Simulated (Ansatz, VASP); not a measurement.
## Te: VASP beside Ansatz

```
Te
1.0
     6.02768    0.00000    0.00000
    -3.01384    5.22012    0.00000
     0.00000    0.00000    3.69523
Te
3
Direct
  0.00000 0.00000 0.00000
  0.33333 0.66667 0.50000
  0.66667 0.33333 0.50000
```

Alike in both runs: task relaxation of cell and atoms; functional r2SCAN; k mesh 3 × 3 × 6; occupations gaussian, width 0.1 eV; no spin polarisation.

```csv
,VASP,Ansatz
version,VASP 6.6.1,Ansatz 0.2.0
potentials or method,"VASP PAW PBE potentials, release 64 (Te), cutoff 600 eV","scalar-relativistic, plane waves, PAW"
valence electrons in the cell,18,48
```

```csv
,VASP,Ansatz,Ansatz less VASP
"gap on the k mesh at the Fermi level, each at its own relaxed structure (eV)",none,none,-
relaxed volume (Å³/atom),28.86,28.91,+0.050
relaxed length of the cell vector where the two differ most in proportion (Å),5.621,5.624,+0.0035
```

VASP's potentials were made for PBE, not for r2SCAN. A gap of «none» marks a metal or a gap that the smearing closes. VASP's potentials hold 18 valence electrons a cell and Ansatz's 48, so a difference there can come from the potentials and not from the codes.

The k mesh is coarse, so the values compare programs but aren't converged. Neither program's run includes spin-orbit coupling. Noted on VASP's run: the volume moved by over 15 % at a fixed basis, so the end points are rough.
